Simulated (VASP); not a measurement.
The system is MnO2.

```
Mn O
1.0
     2.96431    0.00000    0.00000
    -1.48216    2.56717    0.00000
     0.00000    0.00000    5.04196
Mn O
1 2
Direct
  0.00000 0.00000 0.00000
  0.33333 0.66667 0.19198
  0.66667 0.33333 0.80802
```

| Property | Result |
| --- | --- |
| Program | VASP 6.6.1 |
| Task | relaxation of shape and atoms at fixed volume |
| Functional | PBE |
| Potentials or basis | VASP PAW PBE potentials, release 64 (Mn_pv, O) |
| Cutoff | 600 eV |
| k mesh | 10 × 10 × 6 |
| Occupations | gaussian, width 0.05 eV |
| Spin | collinear spin |
| Starting moments | [3.15, -0.16, -0.16] μB |
| Hubbard terms | Mn d U = 3.9 eV |

At the start: pressure -5.7 GPa; volume 12.79 Å³/atom.

Task: How do energy, volume and symmetry change on relaxing?

Result: Over 5 steps the energy falls by 10.4 meV/atom; space group P-3m1 (No. 164, to 0.1 Å) before and after; moment 3.00 μB per cell.

Step by step:
```csv
step,energy change (eV),largest force (eV/Å),pressure (GPa),volume (Å³)
1,0.0000,0.4641,-5.65,38.37
2,-0.0197,0.1599,-3.23,38.37
3,-0.0252,0.1154,-1.01,38.37
4,-0.0303,0.0454,-0.42,38.37
5,-0.0311,0.0023,-0.03,38.37
```

Final structure:
```cif
data_structure
_symmetry_space_group_name_H-M 'P 1'
_symmetry_Int_Tables_number 1
_cell_length_a 2.9183
_cell_length_b 2.9183
_cell_length_c 5.2022
_cell_angle_alpha 90.000
_cell_angle_beta 90.000
_cell_angle_gamma 120.000
_cell_volume 38.37
loop_
_atom_site_label
_atom_site_type_symbol
_atom_site_fract_x
_atom_site_fract_y
_atom_site_fract_z
_atom_site_occupancy
Mn1 Mn 0.00000 0.00000 0.00000 1
O1 O 0.33333 0.66667 0.18396 1
O2 O 0.66667 0.33333 0.81604 1
```

Caveat: a cell with one magnetic atom can't hold antiferromagnetic order, which such compounds often take.
